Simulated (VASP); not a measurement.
# MnO: single point with PBEsol

Crystal: MnO.

```xyz
2
Lattice="0.0000 2.2220 2.2220 2.2220 0.0000 2.2220 2.2220 2.2220 0.0000" Properties=species:S:1:pos:R:3 pbc="T T T"
Mn    0.0000    0.0000    0.0000
O     2.2220    1.9220    2.2220
```

This cell differs from its parent crystal: atom 2 (O) moved by (-0.300, +0.000) A along y and z.

- Program: VASP 6.6.1
- Task: single point
- Functional: PBEsol
- Potentials or basis: VASP PAW PBE potentials, release 64 (Mn_pv, O)
- Cutoff: 520 eV
- k mesh: 18 × 18 × 18
- Occupations: gaussian, width 0.15 eV
- Spin: collinear spin, ferromagnetic start
- Starting moments: [4.41, 0.25] μB

The pressure is 2.6 GPa and the largest force is 1.544 eV/Å. The net moment is 4.86 μB per cell and the site moments are Mn +4.35; O +0.23 μB. The valence electrons inside the program's atomic spheres are Mn 11.42; O 4.97.

Forces on the atoms (eV/Å):
```
Mn   0.000 -1.544  0.000
O    0.000  1.544  0.000
```

Stress tensor (GPa, compression positive):
```
-3.36  0.00  0.00
 0.00 14.56  0.00
 0.00  0.00 -3.36
```

Levels at points of the mesh, in eV from the Fermi level:
Spin up:
| k point | band 8 | band 9 | band 10 | band 11 | band 12 | band 13 | band 14 | band 15 | band 16 | band 17 |
| --- | --- | --- | --- | --- | --- | --- | --- | --- | --- | --- |
| (0.00, 0.00, 0.00) | -3.19 | -2.68 | -2.24 | -2.24 | -1.27 | -0.67 | 13.45 | 15.75 | 15.75 | 16.40 |
| (0.50, 0.00, 0.00) | -2.39 | -2.28 | -1.86 | -0.02 | -0.01 | 3.74 | 7.30 | 11.83 | 12.26 | 18.07 |
| (0.50, 0.50, 0.00) | -3.02 | -2.05 | -2.01 | -1.94 | -1.70 | 4.65 | 7.68 | 9.52 | 13.96 | 14.48 |
| (0.50, 0.00, 0.50) | -4.24 | -2.23 | -2.05 | -2.05 | -2.05 | 4.32 | 8.60 | 10.23 | 13.55 | 13.55 |
Spin down:
```csv
k point,band 5,band 6,band 7,band 8,band 9,band 10
"(0.00, 0.00, 0.00)",-4.05,-3.67,-3.67,0.66,0.75,1.20
"(0.50, 0.00, 0.00)",-7.41,-4.92,-4.80,1.78,1.91,2.02
"(0.50, 0.50, 0.00)",-6.45,-4.81,-4.61,-0.13,2.08,2.27
"(0.50, 0.00, 0.50)",-6.39,-4.34,-4.34,-0.87,1.85,2.03
```

Wall time 4.8 min on 1 thread of Intel(R) Xeon(R) Platinum 8259CL CPU @ 2.50GHz (Skylake/Cascade Lake), on a shared host, peak memory 0.4 GiB.

Caveat: the cell differs from its parent crystal (atom 2 (O) moved by (-0.300, +0.000) A along y and z); the PAW data sets were made with another functional, which shifts forces and pressure a little; a cell with one magnetic atom can't hold antiferromagnetic order, which such compounds often take; semilocal functionals often make such compounds metallic where correlation or magnetic order opens a gap, which also shifts bond lengths.
